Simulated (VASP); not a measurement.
A run of VASP 6.6.1 is set up as follows.

File INCAR:

```
SYSTEM = SbW
  PREC = Accurate
  ENCUT = 600
  EDIFF = 1E-7
  ISMEAR = -1
  SIGMA = 0.05
  LREAL = .False.
  LASPH = .True.
  NELM = 100
  ALGO = Normal
  ISIF = 3
  LWAVE = .False.
  LCHARG = .False.
  GGA = PS
  IBRION = 2
  NSW = 32
  EDIFFG = -0.005
  PSTRESS = 520.0
```

KPOINTS

```
Automatic mesh
0
Gamma
  13 13 13
  0 0 0
```

Contents of POSCAR:

```
SbW
1.0
    3.1025898068      0.0000000000      0.0000000000
    0.0000000000      3.1025898068      0.0000000000
    0.0000000000      0.0000000000      3.1025898068
W Sb
1 1
Direct
    0.0000000000      0.0000000000      0.0000000000
    0.5000000000      0.5000000000      0.5000000000
```

Potentials or basis: VASP PAW PBE potentials, release 64 (W_sv, Sb).

Launch:

```bash
$ cat potpaw_PBE.64/W_sv/POTCAR potpaw_PBE.64/Sb/POTCAR > POTCAR
$ mpirun -np 1 vasp_std > vasp.out
```

Q: Estimate the relaxed cell.

A: a = 3.105 Å, b = 3.105 Å, c = 3.105 Å, α = 90.00°, β = 90.00°, γ = 90.00°.

Q: Predict the relaxed volume.

A: 14.97 Å³/atom.

Q: Estimate the band gap on the k mesh.

A: Zero (an odd number of electrons rules out a gap without spin polarisation).

The path:
| step | energy change (eV) | largest force (eV/Å) | pressure (GPa) | volume (Å³) |
| --- | --- | --- | --- | --- |
| 1 | 0.0000 | 0.0000 | 53.07 | 29.87 |
| 2 | -0.1353 | 0.0000 | 47.23 | 30.30 |
| 3 | -0.0251 | 0.0000 | 52.00 | 29.94 |

Caveat: the cell is relaxed towards a set pressure, so the run minimises the enthalpy, not the energy; the PAW data sets were made with another functional, which shifts forces and pressure a little; spin-orbit coupling is left out, which moves the levels of the heavy elements.
